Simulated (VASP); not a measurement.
A run of VASP 6.6.1 is set up as follows.

INCAR

```
SYSTEM = NbP
PREC = Accurate ; ENCUT = 520
EDIFF = 1E-6 ; ISMEAR = -1
SIGMA = 0.1 ; LREAL = .FALSE.
LASPH = .TRUE. ; NELM = 60
ALGO = Normal ; ISIF = 2
LWAVE = .FALSE. ; LCHARG = .FALSE.
GGA = PE ; NBANDS = 16
```

The input KPOINTS:

```
regular mesh
0
G
  13 13 13
  0 0 0
```

The input POSCAR:

```
NbP
1.0
    2.9460357136      0.0000000000      0.0000000000
    0.0000000000      2.9460357136      0.0000000000
    0.0000000000      0.0000000000      2.9460357136
Nb P
1 1
Direct
    0.0000000000      0.0000000000      0.0000000000
    0.5000000000      0.5000000000      0.5000000000
```

Potentials or basis: VASP PAW PBE potentials, release 64 (Nb_sv, P).

The run is started by

```sh
$ cat potpaw_PBE.64/Nb_sv/POTCAR potpaw_PBE.64/P/POTCAR > POTCAR
$ mpirun -np 1 vasp_std > vasp.out
```

What does it give for the pressure?

43.2 GPa.

What does it give for the band gap on the k mesh?

Zero (band 9 reaches 18.20 eV, above the bottom of band 10 at 13.98 eV).
